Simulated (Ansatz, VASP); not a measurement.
**Two plane-wave programs on SnSe**

```xyz
4
Lattice="2.1153 -5.7882 0.0000 2.1153 5.7882 0.0000 0.0000 0.0000 4.2244" Properties=species:S:1:pos:R:3 pbc="T T T"
Sn    2.1153   -4.3689    1.0561
Sn    2.1153    4.3689    3.1683
Se    2.1153   -1.6369    1.0561
Se    2.1153    1.6369    3.1683
```

Alike in both runs: functional PBE; dispersion D3(BJ); k mesh 10 × 10 × 8; occupations gaussian, width 0.01 eV; no spin polarisation.

Ansatz relaxed the structure, and its values are those at the end. VASP's run is a single point on that final structure, the one shown.

|  | VASP | Ansatz |
| --- | --- | --- |
| version | VASP 6.6.1 | Ansatz 0.2.0 |
| potentials or method | VASP PAW PBE potentials, release 64 (Sn_d, Se), cutoff 520 eV | scalar-relativistic, plane waves, PAW |
| valence electrons in the cell | 40 | 60 |

```tsv
	VASP	Ansatz	Ansatz less VASP
gap on the k mesh at the Fermi level (eV)	0.29	0.30	+0.009
least direct gap on the mesh (eV)	0.66	0.67	+0.005
pressure (GPa)	0.0	0.0	-0.02
rms of the force components (eV/Å)	0.006	0.001	-0.0054
```

VASP's potentials hold 40 valence electrons a cell and Ansatz's 60, so a difference there can come from the potentials and not from the codes. Ansatz's warnings: relaxed geometry near dispersion switch.
